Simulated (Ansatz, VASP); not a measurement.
Given: the input of a run of VASP 6.6.1 on ZnSe.

Contents of INCAR:

```
ALGO = Normal ; EDIFF = 1E-7
EDIFFG = -0.005 ; ENCUT = 600
GGA = RP ; IBRION = 2
ISIF = 3 ; ISMEAR = -1
IVDW = 13 ; LASPH = True
LCHARG = False ; LREAL = False
LWAVE = False ; NELM = 80
NSW = 80 ; PREC = Accurate
SIGMA = 0.05
```

The input KPOINTS:

```
k-points
0
Gamma
  8 8 8
```

File POSCAR:

```
ZnSe
1.0
    0.0000000000      2.8338000000      2.8338000000
    2.8338000000      0.0000000000      2.8338000000
    2.8338000000      2.8338000000      0.0000000000
Se Zn
1 1
Direct
    0.7500000000      0.7500000000      0.7500000000
    0.0000000000      0.0000000000      0.0000000000
```

Potentials or basis: VASP PAW PBE potentials, release 64 (Se, Zn).

Run with:

```console
$ cat potpaw_PBE.64/Se/POTCAR potpaw_PBE.64/Zn/POTCAR > POTCAR
$ mpirun -np 1 vasp_std > vasp.out
```

Problem. Translate it to Ansatz 0.2.0. Potentials there: all-electron LAPW, scalar-relativistic.

Solution. As run (the cutoff follows the program's own potentials):

Contents of input.yaml:

```yaml
crystal:
  lattice:
    - [0.0, 2.8338, 2.8338]
    - [2.8338, 0.0, 2.8338]
    - [2.8338, 2.8338, 0.0]
  atoms:
    - { symbol: Se, position: [0.75, 0.75, 0.75] }
    - { symbol: Zn, position: [0.0, 0.0, 0.0] }
kpoints:
  mp_grid: { grid: [8, 8, 8] }
scf:
  occupations: { method: fermi_dirac, width: 0.05 }
hamiltonian:
  xc: rpbe
  dispersion: d4
  pseudopotentials: { kind: all_electron, lapw: { basis_error: 0.001 } }
output:
  forces: true
  stress: true
relax:
  f_tol: 0.005
  max_steps: 60
  cell: {}
```

Potentials or basis: all-electron LAPW, scalar-relativistic.

Run with:

```console
$ ansatz run input.yaml --threads 1 --pin off --max-ram 3072MiB --backend cpu --events-out ev --progress --plain --runs-dir out
```

Both were run:

|  | VASP | Ansatz | Ansatz less VASP |
| --- | --- | --- | --- |
| relaxed volume (Å³/atom) | 22.55 | 22.47 | -0.077 |
| relaxed cell length with the largest relative difference (Å) | 3.995 | 3.991 | -0.0046 |

VASP's potentials were made for PBE, not for RPBE. Ansatz ran all-electron here, and VASP with PAW potentials.
